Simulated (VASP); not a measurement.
Crystal: HPbNO4.

```
H Pb N O
1.0
     4.27531   -0.00040    0.00636
    -2.08399    5.20775   -0.04907
    -2.12377   -1.86574    4.91491
H Pb N O
1 1 1 4
Direct
  0.99073 0.03330 0.90994
  0.50274 0.81989 0.14287
  0.00838 0.47408 0.50265
  0.99816 0.92741 0.02877
  0.19467 0.73435 0.60852
  0.81673 0.35882 0.24556
  0.01381 0.33121 0.65217
```

Base run:

| Quantity | Value |
| --- | --- |
| Program | VASP 6.6.1 |
| Functional | PBE |
| Potentials or basis | VASP PAW PBE potentials, release 64 (H, Pb_d, N, O) |
| Cutoff | 520 eV |
| k mesh | 6 × 4 × 4 |
| Occupations | fermi-dirac, width 0.05 eV |
| Spin | no spin polarisation |

Its results: band gap on the k mesh 2.84 eV (least direct gap 3.14 eV); pressure 0.6 GPa; largest force 0.387 eV/Å.

Task: The run is repeated on the same cell with these changes: cutoff from 520 eV to 600 eV; dispersion from none to D3(BJ). What comes out?

Result: Band gap on the k mesh 2.84 eV (least direct gap 3.15 eV); pressure -0.3 GPa; largest force 0.398 eV/Å.

Caveats: spin-orbit coupling is left out, which moves the levels of the heavy elements; three body term missing (at least some runs).

A k mesh can miss the band edges.
